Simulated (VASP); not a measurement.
# Mo (I4/mmm) in VASP: further runs

The runs below take Mo through single point, with PBE.

Program: VASP 6.6.1. These are calculated values, not measurements. Logs are shortened: lines on timing, memory, paths and dates and some standing lists are left out, and cuts for length are marked.

## Step 1: The cell of the first run

Symmetry: I4/mmm, No. 139, tetragonal system. Conventional cell: a = 3.081 Å, b = 3.081 Å, c = 3.318 Å, α = 90.00°, β = 90.00°, γ = 90.00°. Within 3.6 Å of Mo (site symmetry 4/mmm) lie 14 Mo at 2.74 to 3.32 Å.

## Step 2: Single point, PBE (strain -0.025 along x and y, +0.050 along z)

INCAR

```
SYSTEM = Mo
  PREC = Accurate
  ENCUT = 520
  EDIFF = 1E-6
  ISMEAR = 0
  SIGMA = 0.15
  LREAL = .FALSE.
  LASPH = .TRUE.
  NELM = 60
  ALGO = Fast
  ISIF = 2
  LWAVE = .FALSE.
  LCHARG = .FALSE.
  GGA = PE
  NBANDS = 13
```

KPOINTS

```
Automatic mesh
0
G
  26 26 26
  0 0 0
```

POSCAR

```
Mo
1.0
   -1.5407139493      1.5407139493      1.6592304070
    1.5407139493     -1.5407139493      1.6592304070
    1.5407139493      1.5407139493     -1.6592304070
Mo
1
Direct
    0.0000000000      0.0000000000      0.0000000000
```

Potentials or basis: VASP PAW PBE potentials, release 64 (Mo_sv).

Started as:

```console
cat potpaw_PBE.64/Mo_sv/POTCAR > POTCAR
mpirun -np 1 vasp_std > vasp.out
```

OUTCAR:

```text
SYSTEM = Mo
   PREC = Accurate
   ENCUT = 520
   EDIFF = 1E-6
   ISMEAR = 0
   LREAL = .FALSE.
   LASPH = .TRUE.
   NELM = 60
   ISIF = 2
   GGA = PE

 ion  position               nearest neighbor table
   1  0.000  0.000  0.000-

  LATTYP: Found a body centered tetragonal cell.
 ALAT       =     3.0814278986
 C/A-ratio  =     1.0769230770

  Lattice vectors:

 A1 = (  -1.5407139493,   1.5407139493,   1.6592304070)
 A2 = (   1.5407139493,  -1.5407139493,   1.6592304070)
 A3 = (   1.5407139493,   1.5407139493,  -1.6592304070)

Analysis of symmetry for initial positions (statically):
=====================================================================
 Subroutine PRICEL returns:
 Original cell was already a primitive cell.

 Routine SETGRP: Setting up the symmetry group for a
 body centered tetragonal supercell.

 Subroutine GETGRP returns: Found 16 space group operations
 (whereof 16 operations were pure point group operations)
 out of a pool of 16 trial point group operations.

The static configuration has the point symmetry D_4h.

Analysis of symmetry for dynamics (positions and initial velocities):
=====================================================================
 Subroutine PRICEL returns:
 Original cell was already a primitive cell.

 Routine SETGRP: Setting up the symmetry group for a
 body centered tetragonal supercell.

 Subroutine GETGRP returns: Found 16 space group operations
 (whereof 16 operations were pure point group operations)
 out of a pool of 16 trial point group operations.

The dynamic configuration has the point symmetry D_4h.

 Subroutine INISYM returns: Found 16 space group operations
 (whereof 16 operations are pure point group operations),
 and found     1 'primitive' translations

----------------------------------------------------------------------------------------

                                     Primitive cell

  volume of cell :      15.7547

  direct lattice vectors                    reciprocal lattice vectors
    -1.540713949  1.540713949  1.659230407     0.000000000  0.324524874  0.301344526
     1.540713949 -1.540713949  1.659230407     0.324524874  0.000000000  0.301344526
     1.540713949  1.540713949 -1.659230407     0.324524874  0.324524874  0.000000000

  length of vectors
     2.738730452  2.738730452  2.738730452     0.442859929  0.442859929  0.458947478

  position of ions in fractional coordinates (direct lattice)
     0.000000000  0.000000000  0.000000000

  ion indices of the primitive-cell ions
   primitive index   ion index
                 1           1

----------------------------------------------------------------------------------------

 KPOINTS: Automatic mesh

Automatic generation of k-mesh.
 Grid dimensions read from file:
 generate k-points for:   26   26   26

 Generating k-lattice:

  Cartesian coordinates                     Fractional coordinates (reciprocal lattice)
     0.000000000  0.012481726  0.011590174     0.038461538  0.000000000 -0.000000000
     0.012481726  0.000000000  0.011590174     0.000000000  0.038461538 -0.000000000
     0.012481726  0.012481726  0.000000000     0.000000000  0.000000000  0.038461538

  Length of vectors
     0.017033074  0.017033074  0.017651826

  Shift w.r.t. Gamma in fractional coordinates (k-lattice)
     0.000000000  0.000000000  0.000000000

 Subroutine IBZKPT returns following result:
 ===========================================

 Found   1330 irreducible k-points:

 Following reciprocal coordinates:
            Coordinates               Weight
  0.000000  0.000000  0.000000      1.000000
  0.038462 -0.000000  0.000000      8.000000
  0.076923 -0.000000  0.000000      8.000000
  0.115385  0.000000 -0.000000      8.000000
  0.153846  0.000000 -0.000000      8.000000
  0.192308 -0.000000  0.000000      8.000000
[... 16 lines left out ...]
  0.346154  0.038462  0.000000     16.000000
  0.384615  0.038462  0.000000     16.000000
 [... further k-points ...]
   k-points           NKPTS =   1330   k-points in BZ     NKDIM =   1330   number of bands    NBANDS=     13
   number of dos      NEDOS =    301   number of ions     NIONS =      1
   total plane-waves  NPLWV =   8000
   dimension x,y,z NGX =    20 NGY =   20 NGZ =   20
   dimension x,y,z NGXF=    40 NGYF=   40 NGZF=   40
   ions per type =               1
   NGX,Y,Z   is equivalent  to a cutoff of  12.14, 12.14, 12.14 a.u.
   NGXF,Y,Z  is equivalent  to a cutoff of  24.28, 24.28, 24.28 a.u.
 SYSTEM =  Mo
   PREC   = accura    normal or accurate (medium, high low for compatibility)
   ISTART =      0    job   : 0-new  1-cont  2-samecut
   ICHARG =      2    charge: 1-file 2-atom 10-const
   ISPIN  =      1    spin polarized calculation?
   LNONCOLLINEAR =      F non collinear calculations
   LSORBIT =      F    spin-orbit coupling
   LASPH  =      T    aspherical Exc in radial PAW
   ENCUT  =  520.0 eV  38.22 Ry    6.18 a.u.   5.09  5.09  5.09*2*pi/ulx,y,z
   NELM   =     60;   NELMIN=  2; NELMDL= -5     # of ELM steps
   EDIFF  = 0.1E-05   stopping-criterion for ELM
   LREAL  =      F    real-space projection
[... 7 lines left out ...]
   TEBEG  =    0.0;   TEEND  =   0.0 temperature during run
   PSTRESS=    0.0 pullay stress
   NELECT =      14.0000    total number of electrons
   NUPDOWN=      -1.0000    fix difference up-down
   EMIN   =  10.00;   EMAX   =-10.00  energy-range for DOS
   EFERMI =   0.00;   METHOD = LEGACY
   ISMEAR =     0;   SIGMA  =   0.15  broadening in eV -4-tet -1-fermi 0-gaus
   EFERMI_NEDOS =   21; number of points for ismear=-14 and -15
   IALGO  =     68    algorithm
   IMIX   =      4    mixing-type and parameters
     AMIX     =   0.40;   BMIX     =  1.00
     AMIX_MAG =   1.60;   BMIX_MAG =  1.00
  volume/ion in A,a.u.               =      15.75       106.32
  Fermi-wavevector in a.u.,A,eV,Ry     =   1.573913  2.974263 33.704363  2.477201
  Thomas-Fermi vector in A             =   2.675126
   LORBIT       =      0    0 simple, 1 ext, 2 COOP (PROOUT), +10 PAW based schemes
   GGA     = PE    functional components
   LHFCALC =     F    Hartree Fock is set to
   AEXX    =    0.0000 exact exchange contribution
   IVDW    =     0    specifies the selected vdW correction
   LEPSILON=     F    determine dielectric tensor
   LRPA    =     F    only Hartree local field effects (RPA)
 non-spin polarized calculation
 RMM-DIIS sequential band-by-band and
 Gauss-broadening in eV      SIGMA  =   0.15
  energy-cutoff  :      520.00
  volume of cell :       15.75
 maximum number of plane-waves:       438
   NGX = 11   NGY = 11   NGZ = 11

 number of electron      14.0000002 magnetization

 Free energy of the ion-electron system (eV)
  ---------------------------------------------------
  ext. energy  EPLUGINS =         0.00000000
  ---------------------------------------------------
  free energy    TOTEN  =       -10.88683155 eV

  energy without entropy =      -10.87922086  energy(sigma->0) =      -10.88302621

 E-fermi :  12.4663     XC(G=0): -13.3448

 val. band max:       12.4622761318   @ k =  -0.2692   0.3077   0.1538
 cond. band min:      12.4680963097   @ k =  -0.2308  -0.3077   0.2308
 fundamental gap:      0.0058201779
 Fermi energy:        12.4662757796

 k-point     1 :       0.0000    0.0000    0.0000
  band No.  band energies     occupation
      1     -48.8031      2.00000
      2     -22.0970      2.00000
      3     -22.0840      2.00000
      4     -22.0840      2.00000
      5       5.2592      2.00000
      6      10.9086      2.00000
      7      10.9086      2.00000
      8      11.7014      2.00000
      9      13.5489      0.00000
     10      14.5596      0.00000
     11      26.4472      0.00000
     12      27.8141      0.00000
     13      27.8141      0.00000

 k-point     2 :       0.0385   -0.0000    0.0000
  band No.  band energies     occupation
      1     -48.7995      2.00000
      2     -22.1134      2.00000
      3     -22.0900      2.00000
      4     -22.0890      2.00000
      5       5.3233      2.00000
      6      10.9062      2.00000
      7      10.9252      2.00000
      8      11.7091      2.00000
      9      13.5148      0.00000
     10      14.5361      0.00000
     11      26.5537      0.00000
     12      27.8793      0.00000
     13      27.9205      0.00000

 k-point     3 :       0.0769   -0.0000    0.0000
  band No.  band energies     occupation
      1     -48.7890      2.00000
      2     -22.1746      2.00000
      3     -22.1076      2.00000
      4     -22.0904      2.00000
      5       5.5114      2.00000
      6      10.8947      2.00000
      7      10.9438      2.00000
      8      11.7656      2.00000
      9      13.4227      0.00000
     10      14.4777      0.00000
     11      26.8402      0.00000
     12      28.0592      0.00000
     13      28.2355      0.00000
[... 305 lines left out ...]
 k-point    23 :       0.3462    0.0385    0.0000
  band No.  band energies     occupation
      1     -48.5941      2.00000
      2     -23.2388      2.00000
      3     -22.4246      2.00000
      4     -22.0969      2.00000
      5       7.4779      2.00000
      6       9.7111      2.00000
      7      12.0378      1.99995
      8      13.5569      0.00000
      9      14.5710      0.00000
     10      15.7804      0.00000
     11      25.0575      0.00000
     12      26.2459      0.00000
     13      32.3405      0.00000

 k-point    24 :       0.3846    0.0385    0.0000
  band No.  band energies     occupation
      1     -48.5736      2.00000
      2     -23.3426      2.00000
      3     -22.4565      2.00000
      4     -22.0978      2.00000
      5       7.3996      2.00000
      6       9.5834      2.00000
      7      12.6656      0.06017
      8      13.5769      0.00000
      9      14.7564      0.00000
     10      16.3986      0.00000
     11      24.5351      0.00000
     12      25.4627      0.00000
     13      31.3040      0.00000

 [... further k-points ...]
[... 5 lines left out ...]
  --------------------------------------------------------------------------------------
  -------------------------------------------------------------------------------------
  Total        0.8493240      0.8493240     -1.1677586      0.0000000      0.0000000     -0.0000000
  in kB       86.3720585     86.3720585   -118.7552860      0.0000000      0.0000000     -0.0000000
  external PRESSURE =      17.9962770 kB  Pullay stress =       0.0000000 kB

 VOLUME and BASIS-vectors are now :
 -----------------------------------------------------------------------------
  energy-cutoff  :      520.00
  volume of cell :       15.75
      direct lattice vectors                 reciprocal lattice vectors
    -1.540713949  1.540713949  1.659230407     0.000000000  0.324524874  0.301344526
     1.540713949 -1.540713949  1.659230407     0.324524874  0.000000000  0.301344526
     1.540713949  1.540713949 -1.659230407     0.324524874  0.324524874  0.000000000

 POSITION                                       TOTAL-FORCE (eV/Angst)
 -----------------------------------------------------------------------------------
      0.00000      0.00000      0.00000         0.000000     -0.000000     -0.000000
 -----------------------------------------------------------------------------------
    total drift:                                0.000000     -0.000000      0.000000

  FREE ENERGIE OF THE ION-ELECTRON SYSTEM (eV)
  ---------------------------------------------------
  free  energy   TOTEN  =       -10.8868315513 eV

  energy  without entropy=      -10.8792208613  energy(sigma->0) =      -10.88302621
```

It took 4.3 min on 1 thread of Intel Xeon Platinum 8259CL at 2.50GHz (Skylake/Cascade Lake), shared host; peak memory 0.34 GiB.

Results:

```
Free energy            : -10.8868 eV
Pressure               : 1.8 GPa
Band gap on the k mesh : zero (bands 7 and 8 overlap by 4.72 eV)
```

Levels at points of the mesh, in eV from the Fermi level:
```csv
k point,band 4,band 5,band 6,band 7,band 8,band 9,band 10,band 11
"(0.00, 0.00, 0.00)",-34.55,-7.21,-1.56,-1.56,-0.76,1.08,2.09,13.98
"(0.50, 0.00, 0.00)",-34.56,-5.24,-3.03,1.03,1.43,2.43,4.58,11.31
"(0.50, 0.50, 0.00)",-34.62,-5.34,-3.90,2.01,2.35,2.66,4.79,11.82
"(0.50, 0.50, 0.50)",-35.42,-5.46,-5.27,3.78,4.04,4.04,7.75,9.66
```

Caveat: the cell differs from its parent crystal (strain -0.025 along x and y, +0.050 along z); the stress differs along the axes, from -12 to 9 GPa.

[end of part 1 of 2]
